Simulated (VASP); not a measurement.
Input of a VASP 6.6.1 run:

File INCAR:

```
PREC     = Accurate       # precision mode
ENCUT    = 520            # plane-wave cutoff, eV
EDIFF    = 1E-6           # SCF threshold, eV
ISMEAR   = 0              # smearing method
SIGMA    = 0.1            # smearing width, eV
LREAL    = F              # projectors in reciprocal space
LASPH    = T              # aspherical terms in the spheres
NELM     = 150            # most SCF steps
ALGO     = Normal         # electronic algorithm
ISIF     = 2              # what is computed and relaxed
LWAVE    = F              # write WAVECAR
LCHARG   = F              # write CHGCAR
ISPIN    = 2              # spin polarisation
MAGMOM   = 1 0 0 0 0 0 0 0 0 # initial moments
LORBIT   = 11             # projections on sites
LMAXMIX  = 4              # l up to which the mixer works
GGA      = PE             # functional
NBANDS   = 25             # bands
```

The input KPOINTS:

```
Automatic mesh
0
Gamma
  6 6 6
```

The input POSCAR:

```
TiBe2H6
1.0
    0.0000000000      3.0897440053      3.0897440053
    3.0897440053      0.0000000000      3.0897440053
    3.0897440053      3.0897440053      0.0000000000
Ti Be H
1 2 6
Direct
    0.0000000000      0.0000000000      0.0000000000
    0.7500000000      0.7500000000      0.7500000000
    0.2500000000      0.2500000000      0.2500000000
    0.5000000000      0.0000000000      0.0000000000
    0.0000000000      0.5000000000      0.5000000000
    0.0000000000      0.5000000000      0.0000000000
    0.5000000000      0.0000000000      0.5000000000
    0.0000000000      0.0000000000      0.5000000000
    0.5000000000      0.5000000000      0.0000000000
```

Potentials or basis: VASP PAW PBE potentials, release 64 (Ti_sv, Be, H).

Run with:

```bash
$ cat potpaw_PBE.64/Ti_sv/POTCAR potpaw_PBE.64/Be/POTCAR potpaw_PBE.64/H/POTCAR > POTCAR
$ mpirun -np 1 vasp_std > vasp.out
```

**Question.** What does it give for the band gap on the k mesh?

**Answer.** Zero (filled and empty bands overlap).

**Question.** Predict the net moment.

**Answer.** 0.00 μB per cell.

**Question.** What does it give for the pressure?

**Answer.** -0.1 GPa.
